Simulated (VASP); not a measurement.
A run of VASP 6.6.1 is set up as follows.

INCAR

```
SYSTEM = Rh
  ALGO = Normal
  EDIFF = 1E-6
  ENCUT = 500
  GGA_COMPAT = .False.
  ISIF = 2
  ISMEAR = 0
  LASPH = .True.
  LCHARG = .True.
  LELF = .True.
  LREAL = .False.
  LVHAR = .True.
  LWAVE = .False.
  NBANDS = 14
  NELM = 120
  PREC = Accurate
  SIGMA = 0.1
```

File KPOINTS:

```
k-points
0
Gamma
  18 18 18
  0 0 0
```

File POSCAR:

```
Rh
1.0
    0.0000000000      1.8770649395      1.8770649395
    1.8770649395      0.0000000000      1.8770649395
    1.8770649395      1.8770649395      0.0000000000
Rh
1
Direct
    0.0000000000      0.0000000000      0.0000000000
```

Potentials or basis: VASP PAW LDA potentials, release 64 (Rh_pv).

The run is started by

```console
$ cat potpaw_LDA.64/Rh_pv/POTCAR > POTCAR
$ mpirun -np 1 vasp_std > vasp.out
```

(1) Predict the pressure.

Answers

(1) 0.9 GPa.
